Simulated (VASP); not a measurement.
# MgI2 (Fm-3m) in VASP: notebook, part 3 of 3

VASP 6.6.1. The steps go on from the part before.

## (4) Relaxation of cell and atoms, PBE

This run uses another cell than the first one, of 26.79 Å³/atom.

INCAR reads:

```
SYSTEM = MgI2
  PREC = Accurate
  ENCUT = 600
  EDIFF = 1E-7
  ISMEAR = -1
  SIGMA = 0.02
  LREAL = .FALSE.
  LASPH = .TRUE.
  NELM = 80
  ALGO = Normal
  ISIF = 3
  LWAVE = .FALSE.
  LCHARG = .FALSE.
  GGA = PE
  IBRION = 2
  NSW = 80
  EDIFFG = -0.005
```

KPOINTS reads:

```
Automatic mesh
0
G
  6 6 6
  0 0 0
```

POSCAR reads:

```
MgI2
1.0
    0.0000000000      3.4250391352      3.4250391352
    3.4250391352      0.0000000000      3.4250391352
    3.4250391352      3.4250391352      0.0000000000
Mg I
1 2
Direct
    0.0000000000      0.0000000000      0.0000000000
    0.2500000000      0.2500000000      0.2500000000
    0.7500000000      0.7500000000      0.7500000000
```

Potentials or basis: VASP PAW PBE potentials, release 64 (Mg, I).

Command:

```
$ cat potpaw_PBE.64/Mg/POTCAR potpaw_PBE.64/I/POTCAR > POTCAR
$ mpirun -np 1 vasp_std > vasp.out
```

OUTCAR:

```text
SYSTEM = MgI2
   PREC = Accurate
   ENCUT = 600
   EDIFF = 1E-7
   ISMEAR = -1
   LREAL = .FALSE.
   LASPH = .TRUE.
   NELM = 80
   ISIF = 3
   GGA = PE
   IBRION = 2
   NSW = 80
   EDIFFG = -0.005

 ion  position               nearest neighbor table
   1  0.000  0.000  0.000-   3 2.97   3 2.97   3 2.97   2 2.97   3 2.97   2 2.97   2 2.97   2 2.97

   2  0.250  0.250  0.250-   1 2.97   1 2.97   1 2.97   1 2.97   3 3.43   3 3.43   3 3.43   3 3.43
                             3 3.43   3 3.43
   3  0.750  0.750  0.750-   1 2.97   1 2.97   1 2.97   1 2.97   2 3.43   2 3.43   2 3.43   2 3.43
                             2 3.43   2 3.43

  LATTYP: Found a face centered cubic cell.
 ALAT       =     6.8500782704

  Lattice vectors:

 A1 = (   0.0000000000,   3.4250391352,   3.4250391352)
 A2 = (   3.4250391352,   0.0000000000,   3.4250391352)
 A3 = (   3.4250391352,   3.4250391352,   0.0000000000)

Analysis of symmetry for initial positions (statically):
=====================================================================
 Subroutine PRICEL returns:
 Original cell was already a primitive cell.

 Routine SETGRP: Setting up the symmetry group for a
 face centered cubic supercell.

 Subroutine GETGRP returns: Found 48 space group operations
 (whereof 48 operations were pure point group operations)
 out of a pool of 48 trial point group operations.

The static configuration has the point symmetry O_h .

Analysis of symmetry for dynamics (positions and initial velocities):
=====================================================================
 Subroutine PRICEL returns:
 Original cell was already a primitive cell.

 Routine SETGRP: Setting up the symmetry group for a
 face centered cubic supercell.

 Subroutine GETGRP returns: Found 48 space group operations
 (whereof 48 operations were pure point group operations)
 out of a pool of 48 trial point group operations.

The dynamic configuration has the point symmetry O_h .

 Subroutine INISYM returns: Found 48 space group operations
 (whereof 48 operations are pure point group operations),
 and found     1 'primitive' translations

----------------------------------------------------------------------------------------

                                     Primitive cell

  volume of cell :      80.3575

  direct lattice vectors                    reciprocal lattice vectors
     0.000000000  3.425039135  3.425039135    -0.145983733  0.145983733  0.145983733
     3.425039135  0.000000000  3.425039135     0.145983733 -0.145983733  0.145983733
     3.425039135  3.425039135  0.000000000     0.145983733  0.145983733 -0.145983733

  length of vectors
     4.843736797  4.843736797  4.843736797     0.252851243  0.252851243  0.252851243

  position of ions in fractional coordinates (direct lattice)
     0.000000000  0.000000000  0.000000000
     0.250000000  0.250000000  0.250000000
     0.750000000  0.750000000  0.750000000

  ion indices of the primitive-cell ions
   primitive index   ion index
                 1           1
                 2           2
                 3           3

----------------------------------------------------------------------------------------

 KPOINTS: Automatic mesh

Automatic generation of k-mesh.
 Grid dimensions read from file:
 generate k-points for:    6    6    6

 Generating k-lattice:

  Cartesian coordinates                     Fractional coordinates (reciprocal lattice)
    -0.024330622  0.024330622  0.024330622     0.166666667  0.000000000  0.000000000
     0.024330622 -0.024330622  0.024330622     0.000000000  0.166666667  0.000000000
     0.024330622  0.024330622 -0.024330622     0.000000000  0.000000000  0.166666667

  Length of vectors
     0.042141874  0.042141874  0.042141874

  Shift w.r.t. Gamma in fractional coordinates (k-lattice)
     0.000000000  0.000000000  0.000000000

 Subroutine IBZKPT returns following result:
 ===========================================

 Found     16 irreducible k-points:

 Following reciprocal coordinates:
            Coordinates               Weight
  0.000000  0.000000  0.000000      1.000000
  0.166667  0.000000  0.000000      8.000000
  0.333333  0.000000  0.000000      8.000000
  0.500000  0.000000  0.000000      4.000000
  0.166667  0.166667  0.000000      6.000000
  0.333333  0.166667  0.000000     24.000000
[... 8 lines left out ...]
 -0.333333  0.333333  0.166667     24.000000
 -0.333333  0.500000  0.166667     12.000000
   k-points           NKPTS =     16   k-points in BZ     NKDIM =     16   number of bands    NBANDS=     12
   number of dos      NEDOS =    301   number of ions     NIONS =      3
   total plane-waves  NPLWV =  64000
   dimension x,y,z NGX =    40 NGY =   40 NGZ =   40
   dimension x,y,z NGXF=    80 NGYF=   80 NGZF=   80
   ions per type =               1   2
   NGX,Y,Z   is equivalent  to a cutoff of  13.73, 13.73, 13.73 a.u.
   NGXF,Y,Z  is equivalent  to a cutoff of  27.46, 27.46, 27.46 a.u.
 SYSTEM =  MgI2
   PREC   = accura    normal or accurate (medium, high low for compatibility)
   ISTART =      0    job   : 0-new  1-cont  2-samecut
   ICHARG =      2    charge: 1-file 2-atom 10-const
   ISPIN  =      1    spin polarized calculation?
   LNONCOLLINEAR =      F non collinear calculations
   LSORBIT =      F    spin-orbit coupling
   LASPH  =      T    aspherical Exc in radial PAW
   ENCUT  =  600.0 eV  44.10 Ry    6.64 a.u.   9.67  9.67  9.67*2*pi/ulx,y,z
   NELM   =     80;   NELMIN=  2; NELMDL= -5     # of ELM steps
   EDIFF  = 0.1E-06   stopping-criterion for ELM
   LREAL  =      F    real-space projection
   EDIFFG = -.5E-02   stopping-criterion for IOM
   NSW    =     80    number of steps for IOM
   IBRION =      2    ionic relax: 0-MD 1-quasi-New 2-CG
   NFREE  =      1    steps in history (QN), initial steepest desc. (CG)
   ISIF   =      3    stress and relaxation
   ISYM   =      2    0-nonsym 1-usesym 2-fastsym
   POTIM  = 0.5000    time-step for ionic-motion
   TEBEG  =    0.0;   TEEND  =   0.0 temperature during run
   PSTRESS=    0.0 pullay stress
   NELECT =      16.0000    total number of electrons
   NUPDOWN=      -1.0000    fix difference up-down
   EMIN   =  10.00;   EMAX   =-10.00  energy-range for DOS
   EFERMI =   0.00;   METHOD = LEGACY
   ISMEAR =    -1;   SIGMA  =   0.02  broadening in eV -4-tet -1-fermi 0-gaus
   EFERMI_NEDOS =   21; number of points for ismear=-14 and -15
   IALGO  =     38    algorithm
   IMIX   =      4    mixing-type and parameters
     AMIX     =   0.40;   BMIX     =  1.00
     AMIX_MAG =   1.60;   BMIX_MAG =  1.00
  volume/ion in A,a.u.               =      26.79       180.76
  Fermi-wavevector in a.u.,A,eV,Ry     =   0.955959  1.806501 12.433789  0.913858
  Thomas-Fermi vector in A             =   2.084844
   LORBIT       =      0    0 simple, 1 ext, 2 COOP (PROOUT), +10 PAW based schemes
   GGA     = PE    functional components
   LHFCALC =     F    Hartree Fock is set to
   AEXX    =    0.0000 exact exchange contribution
   IVDW    =     0    specifies the selected vdW correction
   LEPSILON=     F    determine dielectric tensor
   LRPA    =     F    only Hartree local field effects (RPA)
 conjugate gradient relaxation of ions
 non-spin polarized calculation
  energy-cutoff  :      600.00
  volume of cell :       80.36
 maximum number of plane-waves:      2733
 NGX is ok and might be reduce to    40
   NGX = 19   NGY = 19   NGZ = 19

--------------------------------------- Ionic step        1  -------------------------------------------

 number of electron      16.0000000 magnetization

 Free energy of the ion-electron system (eV)
  ---------------------------------------------------
  ext. energy  EPLUGINS =         0.00000000
  ---------------------------------------------------
  free energy    TOTEN  =        -5.42841962 eV

  energy without entropy =       -5.42767239  energy(sigma->0) =       -5.42804600

 E-fermi :   6.7191     XC(G=0):  -9.2645

 val. band max:        6.7108258735   @ k =   0.5000   0.5000   0.0000
 cond. band min:       6.7274491076   @ k =   0.5000   0.5000   0.0000
 fundamental gap:      0.0166232341
 Fermi energy:         6.7191408412

 k-point     1 :       0.0000    0.0000    0.0000
  band No.  band energies     occupation
      1      -8.2933      2.00000
      2      -5.2524      2.00000
      3       2.1169      2.00000
      4       2.1169      2.00000
      5       2.1169      2.00000
      6       4.8661      2.00000
      7       4.8661      2.00000
      8       4.8661      2.00000
      9       7.9442      0.00000
     10       8.7203      0.00000
     11       8.7203      0.00000
     12       8.7203      0.00000
[... 331 lines left out ...]
  energy  without entropy=       -6.4013556818  energy(sigma->0) =       -6.40135568

--------------------------------------- Ionic step        4  -------------------------------------------

 number of electron      16.0000001 magnetization

 Free energy of the ion-electron system (eV)
  ---------------------------------------------------
  ext. energy  EPLUGINS =         0.00000000
  ---------------------------------------------------
  free energy    TOTEN  =        -6.40160992 eV

  energy without entropy =       -6.40160991  energy(sigma->0) =       -6.40160992

 E-fermi :   3.4936     XC(G=0):  -8.0949

 val. band max:        3.1971954310   @ k =   0.5000   0.5000   0.0000
 cond. band min:       3.7677301062   @ k =   0.0000   0.0000   0.0000
 fundamental gap:      0.5705346752
 Fermi energy:         3.4936138898

 k-point     1 :       0.0000    0.0000    0.0000
  band No.  band energies     occupation
      1      -9.7037      2.00000
      2      -8.1669      2.00000
      3       0.2708      2.00000
      4       0.2708      2.00000
      5       0.2708      2.00000
      6       2.1011      2.00000
      7       2.1011      2.00000
      8       2.1011      2.00000
      9       3.7677      0.00000
     10       6.3243      0.00000
     11       6.3243      0.00000
     12       6.3243      0.00000
[... 253 lines left out ...]
  FREE ENERGIE OF THE ION-ELECTRON SYSTEM (eV)
  ---------------------------------------------------
  free  energy   TOTEN  =        -6.4016099183 eV

  energy  without entropy=       -6.4016099120  energy(sigma->0) =       -6.40160992

 reached required accuracy - stopping structural energy minimisation
```

OSZICAR:

```text
N       E                     dE             d eps       ncg     rms          rms(c)
DAV:   1     0.873212826099E+02    0.87321E+02   -0.67044E+03   384   0.121E+03
DAV:   2     0.125596093851E+01   -0.86065E+02   -0.79169E+02   540   0.163E+02
DAV:   3    -0.556062164735E+01   -0.68166E+01   -0.66522E+01   464   0.538E+01
[... 42 lines left out ...]
DAV:   6    -0.640161041320E+01    0.93101E-06   -0.16353E-06   428   0.869E-03    0.940E-03
DAV:   7    -0.640160951292E+01    0.90028E-06   -0.26095E-07   392   0.345E-03    0.481E-03
DAV:   8    -0.640160961877E+01   -0.10585E-06   -0.18682E-08   288   0.901E-04    0.390E-03
DAV:   9    -0.640160993151E+01   -0.31273E-06   -0.46876E-09   212   0.565E-04    0.996E-04
DAV:  10    -0.640160991832E+01    0.13186E-07   -0.12663E-09   204   0.309E-04
   4 F= -.64016099E+01 E0= -.64016099E+01  d E =-.973190E+00
```

Wall time 63 s (1 thread of Intel Xeon Platinum 8488C (Sapphire Rapids), shared host); peak memory 0.25 GiB.

What came out:

| Quantity | Value |
| --- | --- |
| Free energy | -6.4016 eV |
| Relaxed volume | 35.54 Å³/atom |
| Relaxed cell | a = 5.322 Å, b = 5.322 Å, c = 5.322 Å, α = 60.00°, β = 60.00°, γ = 60.00° |
| Space group after relaxing (to 0.1 Å) | Fm-3m (No. 225) |
| Energy gained by relaxing | 324.4 meV/atom |
| Ionic steps | 4 |
| Pressure after relaxing | 0.0 GPa |
| Band gap on the k mesh | 0.57 eV (least direct gap 1.07 eV) |

The path:
```tsv
step	energy change (eV)	largest force (eV/Å)	pressure (GPa)	volume (Å³)
1	0.0000	0.0000	15.29	80.36
2	-0.9329	0.0000	-1.64	113.91
3	-0.9729	0.0000	0.15	105.99
4	-0.9732	0.0000	-0.02	106.61
```

Final structure:
```
CELL_PARAMETERS angstrom
0.00000 3.76342 3.76342
3.76342 0.00000 3.76342
3.76342 3.76342 0.00000
ATOMIC_POSITIONS crystal
Mg 0.00000 0.00000 0.00000
I 0.25000 0.25000 0.25000
I 0.75000 0.75000 0.75000
```

Caveat: the volume moved by over 15 % at a fixed basis, so the end points are rough; spin-orbit coupling is left out, which moves the levels of the heavy elements. A k mesh can miss the band edges.

## (5) Summary

| task | level | cell | cutoff (eV) | smearing | gap on the mesh (eV) | pressure (GPa) |
| --- | --- | --- | --- | --- | --- | --- |
| single point | r2SCAN | a = 5.311 Å, angles 60.0°, 3 atoms | 520 | fermi-dirac 0.02 eV | 1.29 | -0.1 |
| single point | r2SCAN | a = 5.311 Å, angles 60.0°, 3 atoms | 520 | gaussian 0.01 eV | 1.29 | -0.1 |
| relaxation of cell and atoms | PBE | relaxed from a = 4.844 Å, angles 60.0°, 3 atoms | 600 | fermi-dirac 0.02 eV | 0.57 | 0.0 |

Alike in all rows: potentials or basis VASP PAW PBE potentials, release 64 (Mg, I); no spin polarisation; k mesh 6 × 6 × 6.

Caveats: spin-orbit coupling is left out, which moves the levels of the heavy elements; the PAW data sets were made with another functional, which shifts forces and pressure a little (at least some runs); the volume moved by over 15 % at a fixed basis, so the end points are rough (at least some runs).

Total energies depend on the potentials used, so only differences within one code and one set of settings carry meaning.
